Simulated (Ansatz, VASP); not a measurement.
## PdC3 in VASP and in Ansatz

```xyz
4
Lattice="-2.0680 2.0680 2.0680 2.0680 -2.0680 2.0680 2.0680 2.0680 -2.0680" Properties=species:S:1:pos:R:3 pbc="T T T"
Pd    0.0000    0.0000    0.0000
C     2.0680    0.0000    0.0000
C     0.0000    2.0680    0.0000
C     0.0000    0.0000    2.0680
```

Alike in both runs: functional PBE; k mesh 16 × 16 × 16; occupations gaussian, width 0.1 eV; no spin polarisation.

Ansatz relaxed the structure, and its values are those at the end. VASP's run is a single point on that final structure, the one shown.

```csv
,VASP,Ansatz
version,VASP 6.6.1,Ansatz 0.2.0
potentials or method,"VASP PAW PBE potentials, release 64 (Pd, C), cutoff 520 eV","scalar-relativistic, plane waves, PAW"
valence electrons in the cell,22,30
```

|  | VASP | Ansatz | Ansatz less VASP |
| --- | --- | --- | --- |
| gap on the k mesh at the Fermi level (eV) | none | none | - |
| pressure (GPa) | 0.0 | 0.0 | -0.02 |

A gap of «none» marks a metal or a gap that the smearing closes. With one functional, cell and mesh, what is left measures potentials, basis and numerics. VASP's potentials hold 22 valence electrons a cell and Ansatz's 30, so a difference there can come from the potentials and not from the codes.
